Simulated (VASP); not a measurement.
Write the native input for VASP 6.6.1 that does the following.

- Task: single point
- Functional: r2SCAN
- Potentials or basis: VASP PAW PBE potentials, release 64 (Si)
- Cutoff: 520 eV
- k mesh: 20 × 20 × 20
- Occupations: gaussian, width 0.15 eV
- Spin: no spin polarisation
- Dipole correction: no
- Further INCAR settings: ALGO = Normal; EDIFF = 1e-06; NBANDS = 11

Si:

```
Si
1.0
    -2.33580    2.33580    1.36914
     2.33580   -2.33580    1.36914
     2.33580    2.33580   -1.36914
Si
2
Direct
  0.25000 0.75000 0.50000
  0.50000 0.50000 0.00000
```

This cell differs from its parent crystal: strain -0.015 along x and y, +0.030 along z.

These files were run (other wordings do the same):

POSCAR

```
Si
1.0
   -2.3358017199      2.3358017199      1.3691433516
    2.3358017199     -2.3358017199      1.3691433516
    2.3358017199      2.3358017199     -1.3691433516
Si
2
Direct
    0.2500000000      0.7500000000      0.5000000000
    0.5000000000      0.5000000000      0.0000000000
```

INCAR.step1

```
SYSTEM = Si
ALGO = Normal
EDIFF = 1E-4
ENCUT = 520
GGA = PE
ISMEAR = 0
LASPH = .True.
LCHARG = .False.
LREAL = .False.
LWAVE = .True.
NBANDS = 11
NELM = 60
PREC = Accurate
SIGMA = 0.15
```

INCAR.step2

```
SYSTEM = Si
ALGO = Normal
EDIFF = 1E-6
ENCUT = 520
ISIF = 2
ISMEAR = 0
ISTART = 1
LASPH = .True.
LCHARG = .True.
LELF = .True.
LMIXTAU = .True.
LREAL = .False.
LVHAR = .True.
LWAVE = .False.
METAGGA = R2SCAN
NBANDS = 11
NELM = 60
PREC = Accurate
SIGMA = 0.15
```

KPOINTS

```
k-points
0
Gamma
  20 20 20
  0 0 0
```

Potentials or basis: VASP PAW PBE potentials, release 64 (Si).

The run is started by

```sh
$ cat potpaw_PBE.64/Si/POTCAR > POTCAR
$ cp INCAR.step1 INCAR
$ mpirun -np 1 vasp_std > vasp.out
$ cp INCAR.step2 INCAR
$ mpirun -np 1 vasp_std > vasp.out
```

Results of the run:

```json
{"Pressure": "3.5 GPa", "Band gap on the k mesh": "zero (bands 4 and 5 overlap by 7.55 eV)"}
```

Caveat: the cell differs from its parent crystal (strain -0.015 along x and y, +0.030 along z); the stress differs along the axes, from -0 to 5 GPa; the PAW data sets were made with another functional, which shifts forces and pressure a little.

Wall time 7.8 min on 1 thread of Intel(R) Xeon(R) Platinum 8488C (Sapphire Rapids), with other jobs on the host, peak memory 0.29 GiB.
